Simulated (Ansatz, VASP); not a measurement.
## YLuN2: VASP beside Ansatz

```
Y N Lu
1.0
     3.38714    0.00000    0.00000
     0.00000    3.38714    0.00000
     0.00000    0.00000    4.78699
Y N Lu
1 2 1
Direct
  0.00000 0.00000 0.00000
  0.00000 0.00000 0.50000
  0.50000 0.50000 0.00000
  0.50000 0.50000 0.50000
```

Alike in both runs: task single point; functional PBE; k mesh 6 × 6 × 4; occupations fermi-dirac, width 0.02 eV; no spin polarisation.

|  | VASP | Ansatz |
| --- | --- | --- |
| version | VASP 6.6.1 | Ansatz 0.2.0 |
| potentials or method | VASP PAW PBE potentials, release 64 (Y_sv, N, Lu) | plane waves, PAW |
| plane-wave cutoff (eV) | 520 | 420 |
| valence electrons in the cell | 46 | 46 |

|  | VASP | Ansatz | Ansatz less VASP |
| --- | --- | --- | --- |
| pressure (GPa) | 5.6 | 5.3 | -0.32 |

Neither program's run includes spin-orbit coupling.
